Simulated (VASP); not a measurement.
# Ir (Fm-3m) in VASP: single point with LDA

Aim: the single point of Ir with LDA.

All numbers are computed with VASP 6.6.1; they aren't measurements. Logs are shortened: lines on timing, memory, paths and dates and some standing lists are left out, and cuts for length are marked.

## (1) The cell of the first run

The structure is cubic, space group Fm-3m (No. 225). The conventional cell has a = 3.811 Å, b = 3.811 Å, c = 3.811 Å, α = 90.00°, β = 90.00°, γ = 90.00°. Within 3.6 Å of Ir (site symmetry m-3m) lie 12 Ir at 2.69 Å.

## (2) Single point, LDA

Contents of INCAR:

```
PREC     = Accurate       # precision mode
ENCUT    = 560            # plane-wave cutoff, eV
EDIFF    = 1E-6           # SCF threshold, eV
ISMEAR   = -1             # smearing method
SIGMA    = 0.05           # smearing width, eV
LREAL    = F              # projectors in reciprocal space
LASPH    = T              # aspherical terms in the spheres
NELM     = 120            # most SCF steps
ALGO     = Normal         # electronic algorithm
ISIF     = 2              # what is computed and relaxed
LWAVE    = F              # write WAVECAR
LCHARG   = F              # write CHGCAR
GGA      = CA             # functional
NBANDS   = 14             # bands
GGA_COMPAT= F
```

Contents of KPOINTS:

```
Automatic mesh
0
Gamma
  23 23 23
```

Contents of POSCAR:

```
Ir
1.0
    0.0000000000      1.9053930143      1.9053930143
    1.9053930143      0.0000000000      1.9053930143
    1.9053930143      1.9053930143      0.0000000000
Ir
1
Direct
    0.0000000000      0.0000000000      0.0000000000
```

Potentials or basis: VASP PAW LDA potentials, release 64 (Ir_sv_GW).

Run with:

```console
$ cat potpaw_LDA.64/Ir_sv_GW/POTCAR > POTCAR
$ mpirun -np 1 vasp_std > vasp.out
```

OUTCAR:

```text
PREC = Accurate
   ENCUT = 560
   EDIFF = 1E-6
   ISMEAR = -1
   LREAL = F
   LASPH = T
   NELM = 120
   ISIF = 2
   GGA = CA

 ion  position               nearest neighbor table
   1  0.000  0.000  0.000-

  LATTYP: Found a face centered cubic cell.
 ALAT       =     3.8107860286

  Lattice vectors:

 A1 = (   0.0000000000,   1.9053930143,   1.9053930143)
 A2 = (   1.9053930143,   0.0000000000,   1.9053930143)
 A3 = (   1.9053930143,   1.9053930143,   0.0000000000)

Analysis of symmetry for initial positions (statically):
=====================================================================
 Subroutine PRICEL returns:
 Original cell was already a primitive cell.

 Routine SETGRP: Setting up the symmetry group for a
 face centered cubic supercell.

 Subroutine GETGRP returns: Found 48 space group operations
 (whereof 48 operations were pure point group operations)
 out of a pool of 48 trial point group operations.

The static configuration has the point symmetry O_h .

Analysis of symmetry for dynamics (positions and initial velocities):
=====================================================================
 Subroutine PRICEL returns:
 Original cell was already a primitive cell.

 Routine SETGRP: Setting up the symmetry group for a
 face centered cubic supercell.

 Subroutine GETGRP returns: Found 48 space group operations
 (whereof 48 operations were pure point group operations)
 out of a pool of 48 trial point group operations.

The dynamic configuration has the point symmetry O_h .

 Subroutine INISYM returns: Found 48 space group operations
 (whereof 48 operations are pure point group operations),
 and found     1 'primitive' translations

----------------------------------------------------------------------------------------

                                     Primitive cell

  volume of cell :      13.8351

  direct lattice vectors                    reciprocal lattice vectors
     0.000000000  1.905393014  1.905393014    -0.262413054  0.262413054  0.262413054
     1.905393014  0.000000000  1.905393014     0.262413054 -0.262413054  0.262413054
     1.905393014  1.905393014  0.000000000     0.262413054  0.262413054 -0.262413054

  length of vectors
     2.694632642  2.694632642  2.694632642     0.454512742  0.454512742  0.454512742

  position of ions in fractional coordinates (direct lattice)
     0.000000000  0.000000000  0.000000000

  ion indices of the primitive-cell ions
   primitive index   ion index
                 1           1

----------------------------------------------------------------------------------------

 KPOINTS: Automatic mesh

Automatic generation of k-mesh.
 Grid dimensions read from file:
 generate k-points for:   23   23   23

 Generating k-lattice:

  Cartesian coordinates                     Fractional coordinates (reciprocal lattice)
    -0.011409263  0.011409263  0.011409263     0.043478261  0.000000000  0.000000000
     0.011409263 -0.011409263  0.011409263     0.000000000  0.043478261  0.000000000
     0.011409263  0.011409263 -0.011409263     0.000000000  0.000000000  0.043478261

  Length of vectors
     0.019761424  0.019761424  0.019761424

  Shift w.r.t. Gamma in fractional coordinates (k-lattice)
     0.000000000  0.000000000  0.000000000

 Subroutine IBZKPT returns following result:
 ===========================================

 Found    364 irreducible k-points:

 Following reciprocal coordinates:
            Coordinates               Weight
  0.000000  0.000000  0.000000      1.000000
  0.043478  0.000000  0.000000      8.000000
  0.086957  0.000000  0.000000      8.000000
  0.130435  0.000000  0.000000      8.000000
  0.173913  0.000000  0.000000      8.000000
  0.217391  0.000000  0.000000      8.000000
[... 16 lines left out ...]
  0.478261  0.043478  0.000000     24.000000
 -0.478261  0.043478  0.000000     24.000000
 [... further k-points ...]
   k-points           NKPTS =    364   k-points in BZ     NKDIM =    364   number of bands    NBANDS=     14
   number of dos      NEDOS =    301   number of ions     NIONS =      1
   total plane-waves  NPLWV =  13824
   dimension x,y,z NGX =    24 NGY =   24 NGZ =   24
   dimension x,y,z NGXF=    48 NGYF=   48 NGZF=   48
   ions per type =               1
   NGX,Y,Z   is equivalent  to a cutoff of  14.81, 14.81, 14.81 a.u.
   NGXF,Y,Z  is equivalent  to a cutoff of  29.61, 29.61, 29.61 a.u.
 SYSTEM =  unknown system
   PREC   = accura    normal or accurate (medium, high low for compatibility)
   ISTART =      0    job   : 0-new  1-cont  2-samecut
   ICHARG =      2    charge: 1-file 2-atom 10-const
   ISPIN  =      1    spin polarized calculation?
   LNONCOLLINEAR =      F non collinear calculations
   LSORBIT =      F    spin-orbit coupling
   LASPH  =      T    aspherical Exc in radial PAW
   ENCUT  =  560.0 eV  41.16 Ry    6.42 a.u.   5.20  5.20  5.20*2*pi/ulx,y,z
   NELM   =    120;   NELMIN=  2; NELMDL= -5     # of ELM steps
   EDIFF  = 0.1E-05   stopping-criterion for ELM
   LREAL  =      F    real-space projection
   EDIFFG = 0.1E-04   stopping-criterion for IOM
   NSW    =      0    number of steps for IOM
   IBRION =     -1    ionic relax: 0-MD 1-quasi-New 2-CG
   NFREE  =      0    steps in history (QN), initial steepest desc. (CG)
   ISIF   =      2    stress and relaxation
   ISYM   =      2    0-nonsym 1-usesym 2-fastsym
   POTIM  = 0.5000    time-step for ionic-motion
   TEBEG  =    0.0;   TEEND  =   0.0 temperature during run
   PSTRESS=    0.0 pullay stress
   NELECT =      17.0000    total number of electrons
   NUPDOWN=      -1.0000    fix difference up-down
   EMIN   =  10.00;   EMAX   =-10.00  energy-range for DOS
   EFERMI =   0.00;   METHOD = LEGACY
   ISMEAR =    -1;   SIGMA  =   0.05  broadening in eV -4-tet -1-fermi 0-gaus
   EFERMI_NEDOS =   21; number of points for ismear=-14 and -15
   IALGO  =     38    algorithm
   IMIX   =      4    mixing-type and parameters
     AMIX     =   0.40;   BMIX     =  1.00
     AMIX_MAG =   1.60;   BMIX_MAG =  1.00
  volume/ion in A,a.u.               =      13.84        93.36
  Fermi-wavevector in a.u.,A,eV,Ry     =   1.753463  3.313564 41.832908  3.074632
  Thomas-Fermi vector in A             =   2.823594
   LORBIT       =      0    0 simple, 1 ext, 2 COOP (PROOUT), +10 PAW based schemes
   GGA     = CA    functional components
   LHFCALC =     F    Hartree Fock is set to
   AEXX    =    0.0000 exact exchange contribution
   IVDW    =     0    specifies the selected vdW correction
   LEPSILON=     F    determine dielectric tensor
   LRPA    =     F    only Hartree local field effects (RPA)
 non-spin polarized calculation
  energy-cutoff  :      560.00
  volume of cell :       13.84
 maximum number of plane-waves:       432
 NGX is ok and might be reduce to    24
   NGX = 11   NGY = 11   NGZ = 11

 number of electron      17.0000000 magnetization

 Free energy of the ion-electron system (eV)
  ---------------------------------------------------
  ext. energy  EPLUGINS =         0.00000000
  ---------------------------------------------------
  free energy    TOTEN  =       -10.91170076 eV

  energy without entropy =      -10.90553766  energy(sigma->0) =      -10.90861921

 E-fermi :  13.0704     XC(G=0): -14.9274

 val. band max:       13.0570543918   @ k =   0.3043   0.1739   0.0000
 cond. band min:      13.0756533703   @ k =  -0.2609   0.3043   0.1304
 fundamental gap:      0.0185989785
 Fermi energy:        13.0703545916

 k-point     1 :       0.0000    0.0000    0.0000
  band No.  band energies     occupation
      1     -79.5134      2.00000
      2     -36.1527      2.00000
      3     -36.1527      2.00000
      4     -36.1527      2.00000
      5       1.7728      2.00000
      6       9.0536      2.00000
      7       9.0536      2.00000
      8       9.0536      2.00000
      9      11.8724      2.00000
     10      11.8724      2.00000
     11      26.6776      0.00000
     12      32.2767      0.00000
     13      32.2767      0.00000
     14      32.2767      0.00000

 k-point     2 :       0.0435    0.0000    0.0000
  band No.  band energies     occupation
      1     -79.5121      2.00000
      2     -36.1694      2.00000
      3     -36.1550      2.00000
      4     -36.1550      2.00000
      5       1.8601      2.00000
      6       9.0055      2.00000
      7       9.0918      2.00000
      8       9.0918      2.00000
      9      11.8460      2.00000
     10      11.8460      2.00000
     11      26.8319      0.00000
     12      31.8654      0.00000
     13      32.4244      0.00000
     14      32.4244      0.00000

 k-point     3 :       0.0870    0.0000    0.0000
  band No.  band energies     occupation
      1     -79.5083      2.00000
      2     -36.2188      2.00000
      3     -36.1617      2.00000
      4     -36.1617      2.00000
      5       2.1163      2.00000
      6       8.8744      2.00000
      7       9.1981      2.00000
      8       9.1981      2.00000
      9      11.7794      2.00000
     10      11.7794      2.00000
     11      27.2725      0.00000
     12      30.9246      0.00000
     13      32.8599      0.00000
     14      32.8599      0.00000
[... 324 lines left out ...]
 k-point    23 :       0.4783    0.0435    0.0000
  band No.  band energies     occupation
      1     -79.4393      2.00000
      2     -37.0019      2.00000
      3     -36.2816      2.00000
      4     -36.2783      2.00000
      5       4.8331      2.00000
      6       8.8960      2.00000
      7       9.0428      2.00000
      8      11.7475      2.00000
      9      14.0410      0.00000
     10      14.3043      0.00000
     11      20.8687      0.00000
     12      26.5836      0.00000
     13      32.3209      0.00000
     14      32.5338      0.00000

 k-point    24 :      -0.4783    0.0435    0.0000
  band No.  band energies     occupation
      1     -79.4384      2.00000
      2     -37.0115      2.00000
      3     -36.2864      2.00000
      4     -36.2768      2.00000
      5       4.8293      2.00000
      6       8.8868      2.00000
      7       9.0161      2.00000
      8      11.9527      2.00000
      9      14.0070      0.00000
     10      14.4966      0.00000
     11      20.5855      0.00000
     12      26.5067      0.00000
     13      32.1923      0.00000
     14      32.3686      0.00000

 [... further k-points ...]

------------------------ aborting loop because EDIFF is reached ----------------------------------------

  FORCE on cell =-STRESS in cart. coord.  units (eV):
  Direction    XX          YY          ZZ          XY          YZ          ZX
  --------------------------------------------------------------------------------------
  -------------------------------------------------------------------------------------
  Total       -0.0268941     -0.0268941     -0.0268941      0.0000000      0.0000000      0.0000000
  in kB       -3.1144715     -3.1144715     -3.1144715      0.0000000      0.0000000      0.0000000
  external PRESSURE =      -3.1144715 kB  Pullay stress =       0.0000000 kB

 VOLUME and BASIS-vectors are now :
 -----------------------------------------------------------------------------
  energy-cutoff  :      560.00
  volume of cell :       13.84
      direct lattice vectors                 reciprocal lattice vectors
     0.000000000  1.905393014  1.905393014    -0.262413054  0.262413054  0.262413054
     1.905393014  0.000000000  1.905393014     0.262413054 -0.262413054  0.262413054
     1.905393014  1.905393014  0.000000000     0.262413054  0.262413054 -0.262413054

 POSITION                                       TOTAL-FORCE (eV/Angst)
 -----------------------------------------------------------------------------------
      0.00000      0.00000      0.00000        -0.000000      0.000000     -0.000000
 -----------------------------------------------------------------------------------
    total drift:                                0.000000     -0.000000     -0.000000

  FREE ENERGIE OF THE ION-ELECTRON SYSTEM (eV)
  ---------------------------------------------------
  free  energy   TOTEN  =       -10.9117007650 eV

  energy  without entropy=      -10.9055376619  energy(sigma->0) =      -10.90861921
```

It took 31 s on 1 thread of Intel Xeon Platinum 8488C (Sapphire Rapids), shared host; peak memory 0.2 GiB.

What came out:

| Item | Value |
| --- | --- |
| Free energy | -10.9117 eV |
| Pressure | -0.3 GPa |
| Band gap on the k mesh | zero (an odd number of electrons rules out a gap without spin polarisation) |

Levels at points of the mesh, in eV from the Fermi level:
| k point | band 5 | band 6 | band 7 | band 8 | band 9 | band 10 | band 11 | band 12 |
| --- | --- | --- | --- | --- | --- | --- | --- | --- |
| (0.00, 0.00, 0.00) | -11.30 | -4.02 | -4.02 | -4.02 | -1.20 | -1.20 | 13.61 | 19.21 |

Caveat: spin-orbit coupling is left out, which moves the levels of the heavy elements.
